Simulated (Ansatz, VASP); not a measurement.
One calculation of ZnS, two programs

```
Zn S
1.0
     3.81300    0.00000    0.00000
    -1.90650    3.30215    0.00000
     0.00000    0.00000    6.06777
Zn S
2 2
Cartesian
  0.0000 2.2014 0.0156
  1.9065 1.1007 3.0495
  0.0000 2.2014 2.3205
  1.9065 1.1007 5.3543
```

Change from the starting cell: film at in-plane strain +0.02.

Alike in both runs: task single point; functional LDA; k mesh 6 × 6 × 4; no spin polarisation.

|  | VASP | Ansatz |
| --- | --- | --- |
| version | VASP 6.6.1 | Ansatz 0.2.0 |
| potentials or method | VASP PAW LDA potentials, release 64 (Zn, S), cutoff 520 eV | all-electron LAPW, scalar-relativistic |
| occupations | gaussian, width 0.01 eV | fixed |

```tsv
	VASP	Ansatz	Ansatz less VASP
gap on the k mesh at the Fermi level (eV)	2.12	2.09	-0.030
pressure (GPa)	-1.9	-2.1	-0.25
traceless stress, the component that is largest in VASP (GPa)	2.14	2.13	-0.011
```

LDA's correlation is that of Perdew and Zunger in VASP and of Perdew and Wang (1992) in Ansatz. Ansatz ran all-electron here, and VASP with PAW potentials.
